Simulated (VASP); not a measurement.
# CeC (F-43m) in VASP: a series of runs

Runs on CeC. Level: PBEsol. Tasks: single point.

All numbers are computed with VASP 6.6.1; they aren't measurements. Logs are shortened: lines on timing, memory, paths and dates and some standing lists are left out, and cuts for length are marked.

## (1) The cell of the first run

Symmetry: F-43m, No. 216, cubic system. The conventional cell has a = 5.349 Å, b = 5.349 Å, c = 5.349 Å, α = 90.00°, β = 90.00°, γ = 90.00°. Ce (site symmetry -43m) has 4 C at 2.32 Å within 3.1 Å. C (site symmetry -43m) has 4 Ce at 2.32 Å within 3.1 Å.

## (2) Single point, PBEsol (volume scaled by 0.960)

Contents of INCAR:

```
SYSTEM = CeC
ALGO = Normal
EDIFF = 1E-6
ENCUT = 520
GGA = PS
ISIF = 2
ISMEAR = 0
LASPH = .True.
LCHARG = .False.
LREAL = .False.
LWAVE = .False.
NBANDS = 15
NELM = 100
PREC = Accurate
SIGMA = 0.05
```

Contents of KPOINTS:

```
k-points
0
Gamma
  10 10 10
  0 0 0
```

Contents of POSCAR:

```
CeC
1.0
    0.0000000000      2.6747141170      2.6747141170
    2.6747141170      0.0000000000      2.6747141170
    2.6747141170      2.6747141170      0.0000000000
Ce C
1 1
Direct
    0.0000000000      0.0000000000      0.0000000000
    0.2500000000      0.2500000000      0.2500000000
```

Potentials or basis: VASP PAW PBE potentials, release 64 (Ce, C).

The run is started by

```bash
$ cat potpaw_PBE.64/Ce/POTCAR potpaw_PBE.64/C/POTCAR > POTCAR
$ mpirun -np 1 vasp_std > vasp.out
```

OUTCAR:

```text
SYSTEM = CeC
   EDIFF = 1E-6
   ENCUT = 520
   GGA = PS
   ISIF = 2
   ISMEAR = 0
   LASPH = .True.
   LREAL = .False.
   NELM = 100
   PREC = Accurate

 ion  position               nearest neighbor table
   1  0.000  0.000  0.000-   2 2.32   2 2.32   2 2.32   2 2.32
   2  0.250  0.250  0.250-   1 2.32   1 2.32   1 2.32   1 2.32

  LATTYP: Found a face centered cubic cell.
 ALAT       =     5.3494282340

  Lattice vectors:

 A1 = (   0.0000000000,   2.6747141170,   2.6747141170)
 A2 = (   2.6747141170,   0.0000000000,   2.6747141170)
 A3 = (   2.6747141170,   2.6747141170,   0.0000000000)

Analysis of symmetry for initial positions (statically):
=====================================================================
 Subroutine PRICEL returns:
 Original cell was already a primitive cell.

 Routine SETGRP: Setting up the symmetry group for a
 face centered cubic supercell.

 Subroutine GETGRP returns: Found 24 space group operations
 (whereof 24 operations were pure point group operations)
 out of a pool of 48 trial point group operations.

The static configuration has the point symmetry T_d .

Analysis of symmetry for dynamics (positions and initial velocities):
=====================================================================
 Subroutine PRICEL returns:
 Original cell was already a primitive cell.

 Routine SETGRP: Setting up the symmetry group for a
 face centered cubic supercell.

 Subroutine GETGRP returns: Found 24 space group operations
 (whereof 24 operations were pure point group operations)
 out of a pool of 48 trial point group operations.

The dynamic configuration has the point symmetry T_d .

 Subroutine INISYM returns: Found 24 space group operations
 (whereof 24 operations are pure point group operations),
 and found     1 'primitive' translations

----------------------------------------------------------------------------------------

                                     Primitive cell

  volume of cell :      38.2703

  direct lattice vectors                    reciprocal lattice vectors
     0.000000000  2.674714117  2.674714117    -0.186935866  0.186935866  0.186935866
     2.674714117  0.000000000  2.674714117     0.186935866 -0.186935866  0.186935866
     2.674714117  2.674714117  0.000000000     0.186935866  0.186935866 -0.186935866

  length of vectors
     3.782616980  3.782616980  3.782616980     0.323782418  0.323782418  0.323782418

  position of ions in fractional coordinates (direct lattice)
     0.000000000  0.000000000  0.000000000
     0.250000000  0.250000000  0.250000000

  ion indices of the primitive-cell ions
   primitive index   ion index
                 1           1
                 2           2

----------------------------------------------------------------------------------------

 KPOINTS: k-points

Automatic generation of k-mesh.
 Grid dimensions read from file:
 generate k-points for:   10   10   10

 Generating k-lattice:

  Cartesian coordinates                     Fractional coordinates (reciprocal lattice)
    -0.018693587  0.018693587  0.018693587     0.100000000  0.000000000  0.000000000
     0.018693587 -0.018693587  0.018693587     0.000000000  0.100000000  0.000000000
     0.018693587  0.018693587 -0.018693587     0.000000000  0.000000000  0.100000000

  Length of vectors
     0.032378242  0.032378242  0.032378242

  Shift w.r.t. Gamma in fractional coordinates (k-lattice)
     0.000000000  0.000000000  0.000000000

 Subroutine IBZKPT returns following result:
 ===========================================

 Found     47 irreducible k-points:

 Following reciprocal coordinates:
            Coordinates               Weight
  0.000000  0.000000  0.000000      1.000000
  0.100000  0.000000  0.000000      8.000000
  0.200000  0.000000  0.000000      8.000000
  0.300000  0.000000  0.000000      8.000000
  0.400000  0.000000  0.000000      8.000000
  0.500000  0.000000  0.000000      4.000000
[... 16 lines left out ...]
  0.300000  0.300000  0.000000      6.000000
  0.400000  0.300000  0.000000     24.000000
 [... further k-points ...]
   k-points           NKPTS =     47   k-points in BZ     NKDIM =     47   number of bands    NBANDS=     15
   number of dos      NEDOS =    301   number of ions     NIONS =      2
   total plane-waves  NPLWV =  21952
   dimension x,y,z NGX =    28 NGY =   28 NGZ =   28
   dimension x,y,z NGXF=    56 NGYF=   56 NGZF=   56
   ions per type =               1   1
   NGX,Y,Z   is equivalent  to a cutoff of  12.31, 12.31, 12.31 a.u.
   NGXF,Y,Z  is equivalent  to a cutoff of  24.61, 24.61, 24.61 a.u.
 SYSTEM =  CeC
   PREC   = accura    normal or accurate (medium, high low for compatibility)
   ISTART =      0    job   : 0-new  1-cont  2-samecut
   ICHARG =      2    charge: 1-file 2-atom 10-const
   ISPIN  =      1    spin polarized calculation?
   LNONCOLLINEAR =      F non collinear calculations
   LSORBIT =      F    spin-orbit coupling
   LASPH  =      T    aspherical Exc in radial PAW
   ENCUT  =  520.0 eV  38.22 Ry    6.18 a.u.   7.03  7.03  7.03*2*pi/ulx,y,z
   NELM   =    100;   NELMIN=  2; NELMDL= -5     # of ELM steps
   EDIFF  = 0.1E-05   stopping-criterion for ELM
   LREAL  =      F    real-space projection
   EDIFFG = 0.1E-04   stopping-criterion for IOM
   NSW    =      0    number of steps for IOM
   IBRION =     -1    ionic relax: 0-MD 1-quasi-New 2-CG
   NFREE  =      0    steps in history (QN), initial steepest desc. (CG)
   ISIF   =      2    stress and relaxation
   ISYM   =      2    0-nonsym 1-usesym 2-fastsym
   POTIM  = 0.5000    time-step for ionic-motion
   TEBEG  =    0.0;   TEEND  =   0.0 temperature during run
   PSTRESS=    0.0 pullay stress
   NELECT =      16.0000    total number of electrons
   NUPDOWN=      -1.0000    fix difference up-down
   EMIN   =  10.00;   EMAX   =-10.00  energy-range for DOS
   EFERMI =   0.00;   METHOD = LEGACY
   ISMEAR =     0;   SIGMA  =   0.05  broadening in eV -4-tet -1-fermi 0-gaus
   EFERMI_NEDOS =   21; number of points for ismear=-14 and -15
   IALGO  =     38    algorithm
   IMIX   =      4    mixing-type and parameters
     AMIX     =   0.40;   BMIX     =  1.00
     AMIX_MAG =   1.60;   BMIX_MAG =  1.00
  volume/ion in A,a.u.               =      19.14       129.13
  Fermi-wavevector in a.u.,A,eV,Ry     =   1.224130  2.313270 20.388244  1.498494
  Thomas-Fermi vector in A             =   2.359216
   LORBIT       =      0    0 simple, 1 ext, 2 COOP (PROOUT), +10 PAW based schemes
   GGA     = PS    functional components
   LHFCALC =     F    Hartree Fock is set to
   AEXX    =    0.0000 exact exchange contribution
   IVDW    =     0    specifies the selected vdW correction
   LEPSILON=     F    determine dielectric tensor
   LRPA    =     F    only Hartree local field effects (RPA)
 non-spin polarized calculation
 Gauss-broadening in eV      SIGMA  =   0.05
  energy-cutoff  :      520.00
  volume of cell :       38.27
 maximum number of plane-waves:      1056
   NGX = 13   NGY = 13   NGZ = 13

 number of electron      16.0000000 magnetization

 Free energy of the ion-electron system (eV)
  ---------------------------------------------------
  ext. energy  EPLUGINS =         0.00000000
  ---------------------------------------------------
  free energy    TOTEN  =       -15.82761771 eV

  energy without entropy =      -15.82752615  energy(sigma->0) =      -15.82757193

 E-fermi :   6.4456     XC(G=0): -10.7042

 val. band max:        6.3960131945   @ k =   0.5000   0.5000   0.0000
 cond. band min:       6.4471788131   @ k =   0.0000   0.0000   0.0000
 fundamental gap:      0.0511656187
 Fermi energy:         6.4455962074

 k-point     1 :       0.0000    0.0000    0.0000
  band No.  band energies     occupation
      1     -27.4260      2.00000
      2      -9.6565      2.00000
      3      -9.6565      2.00000
      4      -9.6565      2.00000
      5      -2.3665      2.00000
      6       4.1381      2.00000
      7       4.1381      2.00000
      8       4.1381      2.00000
      9       6.4472      0.96430
     10       7.3289      0.00000
     11       7.3289      0.00000
     12       7.3289      0.00000
     13       7.5482      0.00000
     14       7.5482      0.00000
     15       7.5482      0.00000

 k-point     2 :       0.1000    0.0000    0.0000
  band No.  band energies     occupation
      1     -27.4109      2.00000
      2      -9.8425      2.00000
      3      -9.6771      2.00000
      4      -9.6771      2.00000
      5      -2.1806      2.00000
      6       4.0875      2.00000
      7       4.2204      2.00000
      8       4.2204      2.00000
      9       6.5882      0.00006
     10       7.3217      0.00000
     11       7.3226      0.00000
     12       7.3226      0.00000
     13       7.5493      0.00000
     14       7.5714      0.00000
     15       7.5714      0.00000

 k-point     3 :       0.2000    0.0000    0.0000
  band No.  band energies     occupation
      1     -27.3697      2.00000
      2     -10.2861      2.00000
      3      -9.7300      2.00000
      4      -9.7300      2.00000
      5      -1.7876      2.00000
      6       4.1869      2.00000
      7       4.4221      2.00000
      8       4.4221      2.00000
      9       6.8028      0.00000
     10       7.3099      0.00000
     11       7.3099      0.00000
     12       7.3134      0.00000
     13       7.5522      0.00000
     14       7.6058      0.00000
     15       7.6058      0.00000

 k-point     4 :       0.3000    0.0000    0.0000
  band No.  band energies     occupation
      1     -27.3182      2.00000
      2     -10.7708      2.00000
      3      -9.7940      2.00000
      4      -9.7940      2.00000
      5      -1.4737      2.00000
      6       4.6381      2.00000
      7       4.6381      2.00000
      8       4.7296      2.00000
      9       6.8980      0.00000
     10       7.2967      0.00000
     11       7.2967      0.00000
     12       7.3198      0.00000
     13       7.5558      0.00000
     14       7.5872      0.00000
     15       7.5872      0.00000
[... 307 lines left out ...]
 k-point    22 :      -0.2000    0.2000    0.0000
  band No.  band energies     occupation
      1     -27.3003      2.00000
      2     -10.7204      2.00000
      3     -10.0971      2.00000
      4      -9.7879      2.00000
      5      -1.2292      2.00000
      6       4.4123      2.00000
      7       4.7129      2.00000
      8       4.9884      2.00000
      9       6.9991      0.00000
     10       7.2836      0.00000
     11       7.2877      0.00000
     12       7.3185      0.00000
     13       7.4910      0.00000
     14       7.5227      0.00000
     15       7.8538      0.00000

 k-point    23 :       0.3000    0.3000    0.0000
  band No.  band energies     occupation
      1     -27.2823      2.00000
      2     -10.7771      2.00000
      3     -10.0154      2.00000
      4     -10.0154      2.00000
      5      -1.1190      2.00000
      6       3.3895      2.00000
      7       5.5532      2.00000
      8       5.5532      2.00000
      9       7.0181      0.00000
     10       7.2582      0.00000
     11       7.2967      0.00000
     12       7.3378      0.00000
     13       7.3378      0.00000
     14       7.9765      0.00000
     15       7.9765      0.00000

 k-point    24 :       0.4000    0.3000    0.0000
  band No.  band energies     occupation
      1     -27.2488      2.00000
      2     -10.9773      2.00000
      3     -10.1279      2.00000
      4     -10.0739      2.00000
      5      -0.9538      2.00000
      6       3.4754      2.00000
      7       5.7928      2.00000
      8       5.8252      2.00000
      9       7.1004      0.00000
     10       7.2498      0.00000
     11       7.2674      0.00000
     12       7.3499      0.00000
     13       7.3622      0.00000
     14       7.9280      0.00000
     15       8.0691      0.00000

 [... further k-points ...]

------------------------ aborting loop because EDIFF is reached ----------------------------------------

  FORCE on cell =-STRESS in cart. coord.  units (eV):
  Direction    XX          YY          ZZ          XY          YZ          ZX
  --------------------------------------------------------------------------------------
  -------------------------------------------------------------------------------------
  Total        0.9789084      0.9789084      0.9789084      0.0000000      0.0000000      0.0000000
  in kB       40.9817545     40.9817545     40.9817545      0.0000000      0.0000000      0.0000000
  external PRESSURE =      40.9817545 kB  Pullay stress =       0.0000000 kB

 VOLUME and BASIS-vectors are now :
 -----------------------------------------------------------------------------
  energy-cutoff  :      520.00
  volume of cell :       38.27
      direct lattice vectors                 reciprocal lattice vectors
     0.000000000  2.674714117  2.674714117    -0.186935866  0.186935866  0.186935866
     2.674714117  0.000000000  2.674714117     0.186935866 -0.186935866  0.186935866
     2.674714117  2.674714117  0.000000000     0.186935866  0.186935866 -0.186935866

 POSITION                                       TOTAL-FORCE (eV/Angst)
 -----------------------------------------------------------------------------------
      0.00000      0.00000      0.00000        -0.000000     -0.000000     -0.000000
      1.33736      1.33736      1.33736         0.000000      0.000000      0.000000
 -----------------------------------------------------------------------------------
    total drift:                               -0.000000     -0.000000     -0.000000

  FREE ENERGIE OF THE ION-ELECTRON SYSTEM (eV)
  ---------------------------------------------------
  free  energy   TOTEN  =       -15.8276177121 eV

  energy  without entropy=      -15.8275261535  energy(sigma->0) =      -15.82757193
```

Run time: 20 s. Hardware: 1 thread of Intel Xeon 6975P-C (Granite Rapids), shared host; peak memory 0.18 GiB.

What came out:

```
Free energy            : -15.8276 eV
Pressure               : 4.1 GPa
Band gap on the k mesh : 0.05 eV, indirect (least direct gap 0.80 eV)
```

Levels at points of the mesh, in eV from the valence-band top:
```csv
k point,band 6,band 7,band 8,band 9,band 10,band 11
"(0.00, 0.00, 0.00)",-2.26,-2.26,-2.26,0.05,0.93,0.93
"(0.50, 0.00, 0.00)",-1.57,-1.57,-0.31,0.56,0.85,0.88
"(0.50, 0.50, 0.00)",-3.19,0.00,0.00,0.80,0.81,0.87
```

Caveat: the PAW data sets were made with another functional, which shifts forces and pressure a little; spin-orbit coupling is left out, which moves the levels of the heavy elements; without U or exact exchange the open f shell lies at the Fermi level, which spoils levels, moments and volumes. Spin polarisation is off, so any magnetic state and its effect on volume and gap are missing.

## (3) Single point, PBEsol (volume scaled by 0.980)

Contents of INCAR:

```
PREC     = Accurate       # precision mode
ENCUT    = 520            # plane-wave cutoff, eV
EDIFF    = 1E-7           # SCF threshold, eV
ISMEAR   = 0              # smearing method
SIGMA    = 0.05           # smearing width, eV
LREAL    = F              # projectors in reciprocal space
LASPH    = T              # aspherical terms in the spheres
NELM     = 100            # most SCF steps
ALGO     = Normal         # electronic algorithm
ISIF     = 2              # what is computed and relaxed
LWAVE    = F              # write WAVECAR
LCHARG   = F              # write CHGCAR
GGA      = PS             # functional
NBANDS   = 15             # bands
```

Contents of KPOINTS:

```
regular mesh
0
Gamma
  10 10 10
```

Contents of POSCAR:

```
CeC
1.0
    0.0000000000      2.6931610042      2.6931610042
    2.6931610042      0.0000000000      2.6931610042
    2.6931610042      2.6931610042      0.0000000000
Ce C
1 1
Direct
    0.0000000000      0.0000000000      0.0000000000
    0.2500000000      0.2500000000      0.2500000000
```

Potentials or basis: VASP PAW PBE potentials, release 64 (Ce, C).

The run is started by

```bash
$ cat potpaw_PBE.64/Ce/POTCAR potpaw_PBE.64/C/POTCAR > POTCAR
$ mpirun -np 1 vasp_std > vasp.out
```

Run time: 21 s. Hardware: 1 thread of Intel Xeon 6975P-C (Granite Rapids), shared host; peak memory 0.19 GiB.

It converged, with:

```
Free energy            : -15.8432 eV
Pressure               : 1.9 GPa
Band gap on the k mesh : 0.07 eV, indirect (least direct gap 0.79 eV)
```

Levels at points of the mesh, in eV from the valence-band top:
```tsv
k point	band 4	band 5	band 6	band 7	band 8	band 9	band 10	band 11	band 12	band 13
(0.00, 0.00, 0.00)	-16.08	-8.73	-2.17	-2.17	-2.17	0.07	0.92	0.92	0.92	1.12
(0.50, 0.00, 0.00)	-16.28	-7.69	-1.50	-1.50	-0.36	0.56	0.83	0.87	0.87	1.08
(0.50, 0.50, 0.00)	-16.58	-7.26	-3.10	0.00	0.00	0.79	0.79	0.86	0.95	0.95
```

Caveat: the PAW data sets were made with another functional, which shifts forces and pressure a little; spin-orbit coupling is left out, which moves the levels of the heavy elements; without U or exact exchange the open f shell lies at the Fermi level, which spoils levels, moments and volumes. A k mesh can miss the band edges.
